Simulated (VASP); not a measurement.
Ba2SO:

```
CELL_PARAMETERS angstrom
4.29302 0.00000 0.00000
0.00000 4.29302 0.00000
0.00000 0.00000 6.07753
ATOMIC_POSITIONS crystal
O 0.00000 0.00000 0.00000
Ba 0.00000 0.00000 0.50000
Ba 0.50000 0.50000 0.00000
S 0.50000 0.50000 0.50000
```

Base run:

* Program: VASP 6.6.1
* Functional: r2SCAN
* Potentials or basis: VASP PAW PBE potentials, release 64 (O, Ba_sv, S)
* Cutoff: 520 eV
* k mesh: 6 × 6 × 4
* Occupations: gaussian, width 0.01 eV
* Spin: no spin polarisation

Its results: band gap on the k mesh 1.90 eV, direct; pressure 0.8 GPa.

Q: The run is repeated on the same cell with these changes: functional from r2SCAN to PBE; further incar settings from ALGO = Normal; EDIFF = 1e-06; NBANDS = 24 to ALGO = Normal; EDIFF = 1e-07; NBANDS = 24. What comes out?

A: Band gap on the k mesh 1.57 eV, direct; pressure 1.2 GPa.

Caveats: spin-orbit coupling is left out, which moves the levels of the heavy elements; the PAW data sets were made with another functional, which shifts forces and pressure a little (some runs).

A k mesh can miss the band edges.
